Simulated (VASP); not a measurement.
# Ru (P6_3/mmc) in VASP: single point with PBE

Aim: the single point of Ru with PBE.

Everything below comes from runs of VASP 6.6.1. Logs are shortened: lines on timing, memory, paths and dates and some standing lists are left out, and cuts for length are marked.

## 1. The cell of the first run

Symmetry: P6_3/mmc, No. 194, hexagonal system. The conventional cell has a = 2.723 Å, b = 2.723 Å, c = 4.287 Å, α = 90.00°, β = 90.00°, γ = 120.00°. Within 3.5 Å of Ru (site symmetry -6m2) lie 12 Ru at 2.66 to 2.72 Å.

## 2. Single point, PBE

INCAR

```
SYSTEM = Ru
ALGO = Normal
EDIFF = 1E-6
ENCUT = 520
GGA = PE
ISIF = 2
ISMEAR = 1
LASPH = .TRUE.
LCHARG = .FALSE.
LREAL = Auto
LWAVE = .FALSE.
NBANDS = 126
NELM = 80
PREC = Accurate
SIGMA = 0.1
```

KPOINTS

```
k-points
0
G
  4 4 2
  0 0 0
```

POSCAR

```
Ru
1.0
    5.4453429808      0.0000000581      0.0000000000
   -2.7226715407      4.7158053247      0.0000000000
    0.0000000000      0.0000000000      8.5740128137
Ru
16
Direct
    0.1666666666      0.3333333334      0.1250000000
    0.3333333334      0.1666666666      0.3750000000
    0.1666666666      0.3333333334      0.6250000000
    0.3333333334      0.1666666666      0.8750000000
    0.1666666666      0.8333333333      0.1250000000
    0.3333333334      0.6666666666      0.3750000000
    0.1666666666      0.8333333333      0.6250000000
    0.3333333334      0.6666666666      0.8750000000
    0.6666666666      0.3333333334      0.1250000000
    0.8333333333      0.1666666666      0.3750000000
    0.6666666666      0.3333333334      0.6250000000
    0.8333333333      0.1666666666      0.8750000000
    0.6666666666      0.8333333333      0.1250000000
    0.8333333333      0.6666666666      0.3750000000
    0.6666666666      0.8333333333      0.6250000000
    0.8333333333      0.6666666666      0.8750000000
```

Potentials or basis: VASP PAW PBE potentials, release 64 (Ru_pv).

Command:

```sh
cat potpaw_PBE.64/Ru_pv/POTCAR > POTCAR
mpirun -np 1 vasp_std > vasp.out
```

OUTCAR:

```text
SYSTEM = Ru
   EDIFF = 1E-6
   ENCUT = 520
   GGA = PE
   ISIF = 2
   ISMEAR = 1
   LASPH = .TRUE.
   LREAL = Auto
   NELM = 80
   PREC = Accurate

 ion  position               nearest neighbor table
   1  0.167  0.333  0.125-   6 2.66   8 2.66  10 2.66  12 2.66   2 2.66   4 2.66   5 2.72  13 2.72
                             9 2.72   9 2.72  13 2.72   5 2.72
   2  0.333  0.167  0.375-   9 2.66  11 2.66   5 2.66   7 2.66   1 2.66   3 2.66  10 2.72  14 2.72
                             6 2.72   6 2.72  14 2.72  10 2.72
   3  0.167  0.333  0.625-   6 2.66   8 2.66  10 2.66  12 2.66   2 2.66   4 2.66   7 2.72  15 2.72
                            11 2.72  11 2.72  15 2.72   7 2.72
   4  0.333  0.167  0.875-   9 2.66  11 2.66   5 2.66   7 2.66   1 2.66   3 2.66  12 2.72  16 2.72
                             8 2.72   8 2.72  16 2.72  12 2.72
   5  0.167  0.833  0.125-  14 2.66  16 2.66   2 2.66   4 2.66   6 2.66   8 2.66   1 2.72   9 2.72
                            13 2.72  13 2.72   9 2.72   1 2.72
   6  0.333  0.667  0.375-  13 2.66  15 2.66   1 2.66   3 2.66   5 2.66   7 2.66  14 2.72  10 2.72
                             2 2.72   2 2.72  10 2.72  14 2.72
   7  0.167  0.833  0.625-  14 2.66  16 2.66   2 2.66   4 2.66   6 2.66   8 2.66   3 2.72  11 2.72
                            15 2.72  15 2.72  11 2.72   3 2.72
   8  0.333  0.667  0.875-  13 2.66  15 2.66   1 2.66   3 2.66   5 2.66   7 2.66  16 2.72  12 2.72
                             4 2.72   4 2.72  12 2.72  16 2.72
   9  0.667  0.333  0.125-   2 2.66   4 2.66  14 2.66  16 2.66  10 2.66  12 2.66  13 2.72   5 2.72
                             1 2.72   1 2.72   5 2.72  13 2.72
  10  0.833  0.167  0.375-   1 2.66   3 2.66  13 2.66  15 2.66   9 2.66  11 2.66   2 2.72   6 2.72
                            14 2.72  14 2.72   6 2.72   2 2.72
  11  0.667  0.333  0.625-   2 2.66   4 2.66  14 2.66  16 2.66  10 2.66  12 2.66  15 2.72   7 2.72
                             3 2.72   3 2.72   7 2.72  15 2.72
[... 15 lines left out ...]
  Lattice vectors:

 A1 = (   5.4453429808,   0.0000000581,   0.0000000000)
 A2 = (  -2.7226715407,   4.7158053247,   0.0000000000)
 A3 = (   0.0000000000,   0.0000000000,   8.5740128137)

Analysis of symmetry for initial positions (statically):
=====================================================================
 Subroutine PRICEL returns following result:

  LATTYP: Found a hexagonal cell.
 ALAT       =     2.7226714909
 C/A-ratio  =     1.5745588188

  Lattice vectors:

 A1 = (   2.7226714909,   0.0000000291,   0.0000000000)
 A2 = (  -1.3613357703,   2.3579026623,   0.0000000000)
 A3 = (   0.0000000000,   0.0000000000,   4.2870064068)

   8 primitive cells build up your supercell.

 Routine SETGRP: Setting up the symmetry group for a
 hexagonal supercell.

 Subroutine GETGRP returns: Found 24 space group operations
 (whereof 12 operations were pure point group operations)
 out of a pool of 24 trial point group operations.

The static configuration has the point symmetry D_3d.
 The point group associated with its full space group is D_6h.

Analysis of symmetry for dynamics (positions and initial velocities):
=====================================================================
 Subroutine PRICEL returns following result:

  LATTYP: Found a hexagonal cell.
 ALAT       =     2.7226714909
 C/A-ratio  =     1.5745588188

  Lattice vectors:

 A1 = (   2.7226714909,   0.0000000291,   0.0000000000)
 A2 = (  -1.3613357703,   2.3579026623,   0.0000000000)
 A3 = (   0.0000000000,   0.0000000000,   4.2870064068)

   8 primitive cells build up your supercell.

 Routine SETGRP: Setting up the symmetry group for a
 hexagonal supercell.

 Subroutine GETGRP returns: Found 24 space group operations
 (whereof 12 operations were pure point group operations)
 out of a pool of 24 trial point group operations.

The dynamic configuration has the point symmetry D_3d.
 The point group associated with its full space group is D_6h.

 Subroutine INISYM returns: Found 24 space group operations
 (whereof 12 operations are pure point group operations),
 and found     8 'primitive' translations

----------------------------------------------------------------------------------------

                                     Primitive cell

  volume of cell :      27.5217

  direct lattice vectors                    reciprocal lattice vectors
     2.722671491  0.000000029  0.000000000     0.367286321  0.212052861  0.000000000
    -1.361335770  2.357902662  0.000000000    -0.000000005  0.424105715  0.000000000
     0.000000000  0.000000000  4.287006407     0.000000000  0.000000000  0.233263006

  length of vectors
     2.722671491  2.722671490  4.287006407     0.424105715  0.424105715  0.233263006

  position of ions in fractional coordinates (direct lattice)
     0.333333333  0.666666667  0.250000000
     0.666666667  0.333333333  0.750000000

  ion indices of the primitive-cell ions
   primitive index   ion index
                 1           1
                 2           2

----------------------------------------------------------------------------------------

 KPOINTS: k-points

Automatic generation of k-mesh.
 Grid dimensions read from file:
 generate k-points for:    4    4    2

 Generating k-lattice:

  Cartesian coordinates                     Fractional coordinates (reciprocal lattice)
     0.045910790  0.026506608  0.000000000     0.250000000  0.000000000  0.000000000
    -0.000000001  0.053013214  0.000000000    -0.000000000  0.250000000  0.000000000
     0.000000000  0.000000000  0.058315751     0.000000000  0.000000000  0.500000000

  Length of vectors
     0.053013214  0.053013214  0.058315751

  Shift w.r.t. Gamma in fractional coordinates (k-lattice)
     0.000000000  0.000000000  0.000000000

 Subroutine IBZKPT returns following result:
 ===========================================

 Found      8 irreducible k-points:

 Following reciprocal coordinates:
            Coordinates               Weight
  0.000000  0.000000  0.000000      1.000000
  0.250000  0.000000  0.000000      6.000000
  0.500000  0.000000  0.000000      3.000000
  0.250000  0.250000  0.000000      6.000000
  0.000000  0.000000  0.500000      1.000000
  0.250000  0.000000  0.500000      6.000000
  0.500000  0.000000  0.500000      3.000000
  0.250000  0.250000  0.500000      6.000000
   k-points           NKPTS =      8   k-points in BZ     NKDIM =      8   number of bands    NBANDS=    126
   number of dos      NEDOS =    301   number of ions     NIONS =     16
   total plane-waves  NPLWV = 102400
   dimension x,y,z NGX =    40 NGY =   40 NGZ =   64
   dimension x,y,z NGXF=    80 NGYF=   80 NGZF=  128
   ions per type =              16
   NGX,Y,Z   is equivalent  to a cutoff of  12.21, 12.21, 12.41 a.u.
   NGXF,Y,Z  is equivalent  to a cutoff of  24.42, 24.42, 24.82 a.u.
 SYSTEM =  Ru
   PREC   = accura    normal or accurate (medium, high low for compatibility)
   ISTART =      0    job   : 0-new  1-cont  2-samecut
   ICHARG =      2    charge: 1-file 2-atom 10-const
   ISPIN  =      1    spin polarized calculation?
   LNONCOLLINEAR =      F non collinear calculations
   LSORBIT =      F    spin-orbit coupling
   LASPH  =      T    aspherical Exc in radial PAW
   ENCUT  =  520.0 eV  38.22 Ry    6.18 a.u.  10.12 10.12 15.94*2*pi/ulx,y,z
   NELM   =     80;   NELMIN=  2; NELMDL= -5     # of ELM steps
   EDIFF  = 0.1E-05   stopping-criterion for ELM
   LREAL  =      T    real-space projection
   EDIFFG = 0.1E-04   stopping-criterion for IOM
   NSW    =      0    number of steps for IOM
   IBRION =     -1    ionic relax: 0-MD 1-quasi-New 2-CG
   NFREE  =      0    steps in history (QN), initial steepest desc. (CG)
   ISIF   =      2    stress and relaxation
   ISYM   =      2    0-nonsym 1-usesym 2-fastsym
   POTIM  = 0.5000    time-step for ionic-motion
   TEBEG  =    0.0;   TEEND  =   0.0 temperature during run
   PSTRESS=    0.0 pullay stress
   NELECT =     224.0000    total number of electrons
   NUPDOWN=      -1.0000    fix difference up-down
   EMIN   =  10.00;   EMAX   =-10.00  energy-range for DOS
   EFERMI =   0.00;   METHOD = LEGACY
   ISMEAR =     1;   SIGMA  =   0.10  broadening in eV -4-tet -1-fermi 0-gaus
   EFERMI_NEDOS =   21; number of points for ismear=-14 and -15
   IALGO  =     38    algorithm
   IMIX   =      4    mixing-type and parameters
     AMIX     =   0.40;   BMIX     =  1.00
     AMIX_MAG =   1.60;   BMIX_MAG =  1.00
  volume/ion in A,a.u.               =      13.76        92.86
  Fermi-wavevector in a.u.,A,eV,Ry     =   1.646528  3.111487 36.886130  2.711054
  Thomas-Fermi vector in A             =   2.736141
   LORBIT       =      0    0 simple, 1 ext, 2 COOP (PROOUT), +10 PAW based schemes
   GGA     = PE    functional components
   LHFCALC =     F    Hartree Fock is set to
   AEXX    =    0.0000 exact exchange contribution
   IVDW    =     0    specifies the selected vdW correction
   LEPSILON=     F    determine dielectric tensor
   LRPA    =     F    only Hartree local field effects (RPA)
 non-spin polarized calculation
 Methfessel and Paxton  Order N= 1 SIGMA  =   0.10
  energy-cutoff  :      520.00
  volume of cell :      220.17
 maximum number of plane-waves:      5996
   NGX = 21   NGY = 21   NGZ = 31

 number of electron     224.0000093 magnetization

 Free energy of the ion-electron system (eV)
  ---------------------------------------------------
  ext. energy  EPLUGINS =         0.00000000
  ---------------------------------------------------
  free energy    TOTEN  =      -147.97716468 eV

  energy without entropy =     -147.97253046  energy(sigma->0) =     -147.97561994

 E-fermi :  12.5462     XC(G=0): -14.0402

 val. band max:       12.5217298690   @ k =   0.5000   0.0000   0.5000
 cond. band min:      12.5996548171   @ k =   0.5000   0.0000   0.5000
 fundamental gap:      0.0779249480
 Fermi energy:        12.5462421285

 k-point     1 :       0.0000    0.0000    0.0000
  band No.  band energies     occupation
      1     -31.0484      2.00000
      2     -30.9275      2.00000
      3     -30.9275      2.00000
      4     -30.9275      2.00000
      5     -30.9275      2.00000
      6     -30.9275      2.00000
[... 1005 lines left out ...]
    123      13.4629     -0.00000
    124      13.4629     -0.00000
 [bands above 124 left out]

------------------------ aborting loop because EDIFF is reached ----------------------------------------

  FORCE on cell =-STRESS in cart. coord.  units (eV):
  Direction    XX          YY          ZZ          XY          YZ          ZX
  --------------------------------------------------------------------------------------
  -------------------------------------------------------------------------------------
  Total       -0.7994586     -0.7994586      1.3252502     -0.0000000      0.0000000     -0.0000000
  in kB       -5.8175662     -5.8175662      9.6436893     -0.0000000      0.0000000     -0.0000000
  external PRESSURE =      -0.6638144 kB  Pullay stress =       0.0000000 kB

 VOLUME and BASIS-vectors are now :
 -----------------------------------------------------------------------------
  energy-cutoff  :      520.00
  volume of cell :      220.17
      direct lattice vectors                 reciprocal lattice vectors
     5.445342981  0.000000058  0.000000000     0.183643160  0.106026431  0.000000000
    -2.722671541  4.715805325  0.000000000    -0.000000002  0.212052857  0.000000000
     0.000000000  0.000000000  8.574012814     0.000000000  0.000000000  0.116631503

 POSITION                                       TOTAL-FORCE (eV/Angst)
 -----------------------------------------------------------------------------------
     -0.00000      1.57194      1.07175        -0.000000     -0.000000      0.000000
      1.36134      0.78597      3.21525         0.000000      0.000000     -0.000000
     -0.00000      1.57194      5.35876         0.000000     -0.000000      0.000000
      1.36134      0.78597      7.50226        -0.000000      0.000000      0.000000
     -1.36134      3.92984      1.07175         0.000000     -0.000000     -0.000000
     -0.00000      3.14387      3.21525         0.000000      0.000000      0.000000
[... 8 lines left out ...]
      1.36134      3.92984      5.35876         0.000000     -0.000000      0.000000
      2.72267      3.14387      7.50226        -0.000000      0.000000      0.000000
 -----------------------------------------------------------------------------------
    total drift:                                0.000000      0.000002      0.000000

  FREE ENERGIE OF THE ION-ELECTRON SYSTEM (eV)
  ---------------------------------------------------
  free  energy   TOTEN  =      -147.9771646806 eV

  energy  without entropy=     -147.9725304568  energy(sigma->0) =     -147.97561994
```

It took 2.9 min on 1 thread of Intel Xeon 6975P-C (Granite Rapids), shared host; peak memory 0.38 GiB.

What came out:

```yaml
Free_energy: -147.9772 eV
Pressure: -0.1 GPa
Band_gap_on_the_k_mesh: zero (band 112 reaches 13.34 eV, above the bottom of band 113 at 12.20 eV)
```

Caveat: the k points lie up to 0.37 Å⁻¹ apart.
